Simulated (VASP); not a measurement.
Wanted: the native input for a VASP 6.6.1 run.

```
Task                   : single point
Functional             : PBE
Potentials or basis    : VASP PAW PBE potentials, release 64 (Al, Cl)
Cutoff                 : 520 eV
k mesh                 : 4 × 4 × 4
Occupations            : gaussian, width 0.1 eV
Spin                   : no spin polarisation
Dipole correction      : no
Further INCAR settings : ALGO = Normal; EDIFF = 1e-06; NBANDS = 24
```

The structure of Al5Cl2 lies in POSCAR:

```
Al5Cl2
1.0
    5.0304102761      0.0000000000      0.0000000000
    0.0000000000      5.0304102761      0.0000000000
    0.0000000000      0.0000000000      5.8893652386
Al Cl
5 2
Direct
    0.0000000000      0.5000000000      0.7465756938
    0.5000000000      0.0000000000      0.7465756938
    0.0000000000      0.5000000000      0.2534243062
    0.5000000000      0.0000000000      0.2534243062
    0.0000000000      0.0000000000      0.5000000000
    0.5000000000      0.5000000000      0.5000000000
    0.5000000000      0.5000000000      0.0000000000
```

The cell was generated, and may not be a known phase.

One way to write it, as run:

INCAR

```
ALGO = Normal ; EDIFF = 1E-6
ENCUT = 520 ; GGA = PE
ISIF = 2 ; ISMEAR = 0
LASPH = True ; LCHARG = False
LREAL = False ; LWAVE = False
NBANDS = 24 ; NELM = 60
PREC = Accurate ; SIGMA = 0.1
```

KPOINTS

```
k-points
0
Gamma
  4 4 4
```

Potentials or basis: VASP PAW PBE potentials, release 64 (Al, Cl).

Launch:

```bash
$ cat potpaw_PBE.64/Al/POTCAR potpaw_PBE.64/Cl/POTCAR > POTCAR
$ mpirun -np 1 vasp_std > vasp.out
```

Results of the run:

```
Pressure               : 0.0 GPa
Band gap on the k mesh : zero (an odd number of electrons rules out a gap without spin polarisation)
```

Run time: 24 s on 1 thread of AMD EPYC 9R45 96-Core Processor (Zen 5), on a shared host, peak memory 0.24 GiB.
